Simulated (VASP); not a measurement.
# LiH in VASP: further runs, part 2 of 2

VASP 6.6.1. The steps go on from the part before.

## (3) Relaxation of cell and atoms, PBEsol

This run uses another cell than the first one, of 3.93 Å³/atom.

Contents of INCAR:

```
  PREC = Accurate
  ENCUT = 600
  EDIFF = 1E-6
  ISMEAR = -1
  SIGMA = 0.03
  LREAL = F
  LASPH = T
  NELM = 80
  ALGO = Normal
  ISIF = 3
  LWAVE = F
  LCHARG = F
  GGA = PS
  IBRION = 2
  NSW = 100
  EDIFFG = -0.01
```

Contents of KPOINTS:

```
regular mesh
0
Gamma
  9 9 6
```

Contents of POSCAR:

```
LiH
1.0
    2.2331777400      0.0000000000      0.0000000000
   -1.1165888700      1.9339886540      0.0000000000
    0.0000000000      0.0000000000      3.6400797162
Li H
2 2
Direct
    0.0000000000      0.0000000000      0.0000000000
    0.0000000000      0.0000000000      0.5000000000
    0.3333333333      0.6666666667      0.2500000000
    0.6666666667      0.3333333333      0.7500000000
```

Potentials or basis: VASP PAW PBE potentials, release 64 (Li_sv, H).

Run with:

```console
> cat potpaw_PBE.64/Li_sv/POTCAR potpaw_PBE.64/H/POTCAR > POTCAR
> mpirun -np 1 vasp_std > vasp.out
```

OUTCAR:

```text
PREC = Accurate
   ENCUT = 600
   EDIFF = 1E-6
   ISMEAR = -1
   LREAL = F
   LASPH = T
   NELM = 80
   ISIF = 3
   GGA = PS
   IBRION = 2
   NSW = 100
   EDIFFG = -0.01

 ion  position               nearest neighbor table
   1  0.000  0.000  0.000-   3 1.58   4 1.58   3 1.58   4 1.58   4 1.58   3 1.58   2 1.82   2 1.82

   2  0.000  0.000  0.500-   3 1.58   4 1.58   3 1.58   4 1.58   4 1.58   3 1.58   1 1.82   1 1.82

   3  0.333  0.667  0.250-   1 1.58   2 1.58   1 1.58   2 1.58   1 1.58   2 1.58
   4  0.667  0.333  0.750-   1 1.58   2 1.58   1 1.58   2 1.58   1 1.58   2 1.58

  LATTYP: Found a hexagonal cell.
 ALAT       =     2.2331777400
 C/A-ratio  =     1.6300000000

  Lattice vectors:

 A1 = (   2.2331777400,   0.0000000000,   0.0000000000)
 A2 = (  -1.1165888700,   1.9339886540,   0.0000000000)
 A3 = (   0.0000000000,   0.0000000000,   3.6400797162)

Analysis of symmetry for initial positions (statically):
[... 228 lines left out ...]
  band No.  band energies     occupation
      1     -41.3900      2.00000
      2     -41.0488      2.00000
      3      -4.5037      2.00000
      4      -1.9674      2.00000
      5       8.6817      0.00000
      6      21.1445      0.00000
      7      22.4148      0.00000
      8      22.4149      0.00000
[... 442 lines left out ...]
--------------------------------------- Ionic step        7  -------------------------------------------

 number of electron       8.0000031 magnetization

 Free energy of the ion-electron system (eV)
  ---------------------------------------------------
  ext. energy  EPLUGINS =         0.00000000
  ---------------------------------------------------
  free energy    TOTEN  =       -11.83245496 eV

  energy without entropy =      -11.83245496  energy(sigma->0) =      -11.83245496

 E-fermi :   1.1709     XC(G=0):  -8.9471

 val. band max:        0.5519761804   @ k =   0.4444   0.1111   0.0000
 cond. band min:       4.9179193576   @ k =   0.3333   0.3333   0.5000
 fundamental gap:      4.3659431772
 Fermi energy:         1.1708674570

 k-point     1 :       0.0000    0.0000    0.0000
  band No.  band energies     occupation
      1     -43.2393      2.00000
      2     -43.1291      2.00000
      3      -5.1827      2.00000
      4      -2.8311      2.00000
      5       5.5158      0.00000
      6      16.0442      0.00000
      7      17.7320      0.00000
      8      17.7320      0.00000
[... 284 lines left out ...]
  FREE ENERGIE OF THE ION-ELECTRON SYSTEM (eV)
  ---------------------------------------------------
  free  energy   TOTEN  =       -11.8324549647 eV

  energy  without entropy=      -11.8324549647  energy(sigma->0) =      -11.83245496

 reached required accuracy - stopping structural energy minimisation
```

OSZICAR:

```text
N       E                     dE             d eps       ncg     rms          rms(c)
DAV:   1     0.703976398686E+01    0.70398E+01   -0.44751E+03   816   0.116E+03
DAV:   2    -0.946311824817E+01   -0.16503E+02   -0.16501E+02  1152   0.111E+02
DAV:   3    -0.989619972015E+01   -0.43308E+00   -0.43308E+00   912   0.217E+01
DAV:   4    -0.991367974836E+01   -0.17480E-01   -0.17480E-01  1208   0.273E+00
[... 64 lines left out ...]
DAV:   3    -0.118324459390E+02    0.15335E-04   -0.21739E-05   920   0.500E-02    0.270E-03
DAV:   4    -0.118324523712E+02   -0.64323E-05   -0.21469E-06   904   0.132E-02    0.189E-03
DAV:   5    -0.118324543212E+02   -0.19500E-05   -0.43228E-08   416   0.231E-03    0.504E-04
DAV:   6    -0.118324553402E+02   -0.10190E-05   -0.22921E-08   408   0.157E-03    0.367E-04
DAV:   7    -0.118324549647E+02    0.37551E-06   -0.10839E-08   400   0.135E-03
   7 F= -.11832455E+02 E0= -.11832455E+02  d E =-.135680E-02
```

CONTCAR:

```text
LiH
   1.00000000000000
     2.6803009654611878    0.0000000000000000    0.0000000000000000
    -1.3401504827305939    2.3212087258678431    0.0000000000000000
    -0.0000000000000000   -0.0000000000000000    4.6624272581771216
  Li              H
     2     2
Direct
     0.0000000000000000    0.0000000000000000    0.0000000000000000
     0.0000000000000000    0.0000000000000000    0.5000000000000000
     0.3333333332999970    0.6666666667000030    0.2500000000000000
     0.6666666667000030    0.3333333332999970    0.7500000000000000

  0.00000000E+00  0.00000000E+00  0.00000000E+00
  0.00000000E+00  0.00000000E+00  0.00000000E+00
  0.00000000E+00  0.00000000E+00  0.00000000E+00
  0.00000000E+00  0.00000000E+00  0.00000000E+00
```

It took 46 s on 1 thread of Oxide Virtual Turin-like, shared host; peak memory 0.09 GiB.

Results:

```yaml
Free_energy: -11.8325 eV
Relaxed_volume: 7.25 Å³/atom
Relaxed_cell: a = 2.680 Å, b = 2.680 Å, c = 4.662 Å, α = 90.00°, β = 90.00°, γ = 120.00°
Space_group_after_relaxing_to_0.1_Å: P6_3/mmc (No. 194)
Energy_gained_by_relaxing: 615.0 meV/atom
Ionic_steps: 7
Pressure_after_relaxing: -0.1 GPa
Band_gap_on_the_k_mesh: 4.37 eV (least direct gap 4.93 eV)
```

The path:
| step | energy change (eV) | largest force (eV/Å) | pressure (GPa) | volume (Å³) |
| --- | --- | --- | --- | --- |
| 1 | 0.0000 | 0.0000 | 84.14 | 15.72 |
| 2 | -1.7938 | 0.0000 | 31.21 | 20.89 |
| 3 | -2.4280 | 0.0000 | 5.13 | 26.89 |
| 4 | -2.4581 | 0.0000 | 0.74 | 28.61 |
| 5 | -2.4585 | 0.0000 | 0.05 | 28.92 |
| 6 | -2.4597 | 0.0000 | -0.01 | 28.97 |
| 7 | -2.4599 | 0.0000 | -0.06 | 29.01 |

Final structure:
```yaml
crystal:
  lattice:
    - [2.68030, 0.00000, 0.00000]
    - [-1.34015, 2.32121, 0.00000]
    - [0.00000, 0.00000, 4.66243]
  atoms:
    - { symbol: Li, position: [0.00000, 0.00000, 0.00000] }
    - { symbol: Li, position: [0.00000, 0.00000, 0.50000] }
    - { symbol: H, position: [0.33333, 0.66667, 0.25000] }
    - { symbol: H, position: [0.66667, 0.33333, 0.75000] }
```

Levels at points of the mesh, in eV from the valence-band top:
```csv
k point,band 1,band 2,band 3,band 4,band 5,band 6,band 7,band 8
"(0.00, 0.00, 0.00)",-43.79,-43.68,-5.73,-3.38,4.96,15.49,17.18,17.18
"(0.00, 0.00, 0.50)",-43.74,-43.74,-4.73,-4.73,9.18,9.18,16.93,16.93
```

Caveat: the cutoff is under 1.25 times the usual one of these potentials, so pressure, stress and relaxed cells hold a basis-set (Pulay) error; the volume moved by over 15 % at a fixed basis, so the end points are rough; the PAW data sets were made with another functional, which shifts forces and pressure a little. A k mesh can miss the band edges.

## (4) Single point, PBEsol

This run uses another cell than the first one: it holds 8 atoms, not 4.

Contents of INCAR:

```
PREC     = Accurate       # precision mode
ENCUT    = 520            # plane-wave cutoff, eV
EDIFF    = 1E-7           # SCF threshold, eV
ISMEAR   = -1             # smearing method
SIGMA    = 0.05           # smearing width, eV
LREAL    = False          # projectors in reciprocal space
LASPH    = True           # aspherical terms in the spheres
NELM     = 80             # most SCF steps
ALGO     = Normal         # electronic algorithm
ISIF     = 2              # what is computed and relaxed
LWAVE    = False          # write WAVECAR
LCHARG   = False          # write CHGCAR
GGA      = PS             # functional
NBANDS   = 18             # bands
```

Contents of KPOINTS:

```
regular mesh
0
Gamma
  8 8 4
```

Contents of POSCAR:

```
LiH
1.0
    5.5203559123     -0.0000894684     -0.0001847761
   -1.3801281108      2.3904470289     -0.0001005089
   -0.0001559968     -0.0002875008      4.8596937360
Li H
4 4
Direct
    0.0072943875      0.0152705749     -0.0052845066
    0.0073182547      0.0157796238      0.4947154596
    0.5072946599      0.0152767480     -0.0052957877
    0.5073176809      0.0157717487      0.4947030231
    0.1739701275      0.6821898253      0.2447130835
    0.3406423581      0.3488601616      0.7447067304
    0.6739695613      0.6821848315      0.2447064590
    0.8406409809      0.3488623753      0.7447133839
```

Run with:

```console
> cat potpaw_PBE.64/Li_sv/POTCAR potpaw_PBE.64/H/POTCAR > POTCAR
> mpirun -np 1 vasp_std > vasp.out
```

Run time: 4.1 min. Hardware: 1 thread of Oxide Virtual Turin-like, shared host; peak memory 0.22 GiB.

Results (log left out):

```yaml
Free_energy: -24.0505 eV
Band_gap_on_the_k_mesh: 4.18 eV
```

Levels at points of the mesh, in eV from the valence-band top:
```tsv
k point	band 5	band 6	band 7	band 8	band 9	band 10	band 11	band 12
(0.00, 0.00, 0.00)	-5.44	-3.15	-2.53	0.00	4.37	4.78	5.73	5.83
(0.50, 0.00, 0.00)	-4.41	-4.41	-1.82	-1.82	4.89	4.89	8.12	8.12
(0.00, 0.50, 0.00)	-2.54	-2.54	0.00	0.00	4.78	4.78	5.73	5.73
(0.50, 0.50, 0.00)	-2.52	-2.52	-0.22	-0.22	5.22	5.22	6.20	6.20
(0.00, 0.00, 0.50)	-4.52	-4.52	-1.42	-1.42	4.18	4.18	8.36	8.36
(0.50, 0.00, 0.50)	-3.39	-3.39	-3.39	-3.39	8.02	8.02	8.02	8.02
(0.00, 0.50, 0.50)	-1.42	-1.42	-1.42	-1.42	4.18	4.18	4.18	4.18
(0.50, 0.50, 0.50)	-1.50	-1.50	-1.50	-1.50	5.40	5.40	5.40	5.40
```

Caveat: the cutoff is under 1.25 times the usual one of these potentials, so pressure, stress and relaxed cells hold a basis-set (Pulay) error; the PAW data sets were made with another functional, which shifts forces and pressure a little. A k mesh can miss the band edges.

## (5) The runs side by side

| task | cell | k mesh | cutoff (eV) | smearing | gap on the mesh (eV) |
| --- | --- | --- | --- | --- | --- |
| single point | a = 2.760, b = 2.760, c = 4.859 Å, angles 90.0, 90.0, 120.0°, 4 atoms, atomic positions A | 9 × 9 × 6 | 520 | fermi-dirac 0.03 eV | 4.29 |
| relaxation of cell and atoms | relaxed from a = 2.233, b = 2.233, c = 3.640 Å, angles 90.0, 90.0, 120.0°, 4 atoms, atomic positions A | 9 × 9 × 6 | 600 | fermi-dirac 0.03 eV | 4.37 |
| single point | a = 5.520, b = 2.760, c = 4.860 Å, angles 90.0, 90.0, 120.0°, 8 atoms, atomic positions B | 8 × 8 × 4 | 520 | fermi-dirac 0.05 eV | 4.18 |

Alike in all rows: level PBEsol; potentials or basis VASP PAW PBE potentials, release 64 (Li_sv, H); no spin polarisation.

Caveats: the cutoff is under 1.25 times the usual one of these potentials, so pressure, stress and relaxed cells hold a basis-set (Pulay) error; the PAW data sets were made with another functional, which shifts forces and pressure a little; the volume moved by over 15 % at a fixed basis, so the end points are rough (at least some runs).

Total energies depend on the potentials used, so only differences within one code and one set of settings carry meaning.
